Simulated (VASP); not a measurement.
Write the native input for VASP 6.6.1 that does the following.

```yaml
Task: single point
Functional: revPBE
Potentials_or_basis: VASP PAW PBE potentials, release 64 (In_d)
Cutoff: 520 eV
k_mesh: 11 × 11 × 11
Occupations: fermi-dirac, width 0.1 eV
Spin: no spin polarisation
Dipole_correction: no
Further_INCAR_settings: ALGO = Normal; EDIFF = 1e-07; NBANDS = 12
```

The structure of In lies in POSCAR:

```
In
1.0
    3.0405724384      0.0000000000      0.0000000000
    0.0000000000      3.0405724384      0.0000000000
    0.0000000000      0.0000000000      3.0405724384
In
1
Direct
    0.0000000000      0.0000000000      0.0000000000
```

This cell differs from its parent crystal: volume scaled by 0.92.

The input as run:

INCAR

```
SYSTEM = In
ALGO = Normal
EDIFF = 1E-7
ENCUT = 520
GGA = RE
ISIF = 2
ISMEAR = -1
LASPH = .TRUE.
LCHARG = .FALSE.
LREAL = .FALSE.
LWAVE = .FALSE.
NBANDS = 12
NELM = 100
PREC = Accurate
SIGMA = 0.1
```

KPOINTS

```
k-points
0
G
  11 11 11
  0 0 0
```

Potentials or basis: VASP PAW PBE potentials, release 64 (In_d).

Command:

```sh
$ cat potpaw_PBE.64/In_d/POTCAR > POTCAR
$ mpirun -np 1 vasp_std > vasp.out
```

It gave:

```json
{
  "Pressure": "3.1 GPa"
}
```

Caveat: the PAW data sets were made with another functional, which shifts forces and pressure a little.

Wall time 9.9 s on 1 thread of Intel(R) Xeon(R) Platinum 8559C (Emerald Rapids), with other jobs on the host, peak memory 0.14 GiB.
